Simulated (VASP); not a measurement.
Wanted: the native input for a VASP 6.6.1 run.

```yaml
Task: single point
Functional: r2SCAN
Potentials_or_basis: VASP PAW PBE potentials, release 64 (Be)
Cutoff: 520 eV
k_mesh: 24 × 24 × 24
Occupations: gaussian, width 0.1 eV
Spin: no spin polarisation
Dipole_correction: no
Further_INCAR_settings: ALGO = Normal; EDIFF = 1e-07; NBANDS = 7
```

The system is Be.

```
Be
1.0
    -1.24057    1.24057    1.27004
     1.24057   -1.24057    1.27004
     1.24057    1.24057   -1.27004
Be
1
Direct
  0.00000 0.00000 0.00000
```

The input as run:

POSCAR

```
Be
1.0
   -1.2405719805      1.2405719805      1.2700428498
    1.2405719805     -1.2405719805      1.2700428498
    1.2405719805      1.2405719805     -1.2700428498
Be
1
Direct
    0.0000000000      0.0000000000      0.0000000000
```

INCAR.step1

```
SYSTEM = Be
  PREC = Accurate
  ENCUT = 520
  ISMEAR = 0
  SIGMA = 0.1
  LREAL = .False.
  LASPH = .True.
  NELM = 60
  NBANDS = 7
  GGA = PE
  ALGO = Normal
  EDIFF = 1E-4
  LWAVE = .True.
  LCHARG = .False.
```

INCAR.step2

```
SYSTEM = Be
  PREC = Accurate
  ENCUT = 520
  EDIFF = 1E-7
  ISMEAR = 0
  SIGMA = 0.1
  LREAL = .False.
  LASPH = .True.
  NELM = 60
  ALGO = Normal
  ISIF = 2
  LWAVE = .False.
  LCHARG = .False.
  METAGGA = R2SCAN
  LMIXTAU = .True.
  NBANDS = 7
  ISTART = 1
```

KPOINTS

```
Automatic mesh
0
Gamma
  24 24 24
  0 0 0
```

Potentials or basis: VASP PAW PBE potentials, release 64 (Be).

The run is started by

```sh
$ cat potpaw_PBE.64/Be/POTCAR > POTCAR
$ cp INCAR.step1 INCAR
$ mpirun -np 1 vasp_std > vasp.out
$ cp INCAR.step2 INCAR
$ mpirun -np 1 vasp_std > vasp.out
```

Results of the run:

The pressure is 0.2 GPa and the band gap on the k mesh is zero (band 1 reaches 11.95 eV, above the bottom of band 2 at 6.74 eV).

Caveat: the PAW data sets were made with another functional, which shifts forces and pressure a little.

It took 34 s on 1 thread of Intel(R) Xeon(R) 6975P-C (Granite Rapids), on a shared host, peak memory 0.15 GiB.
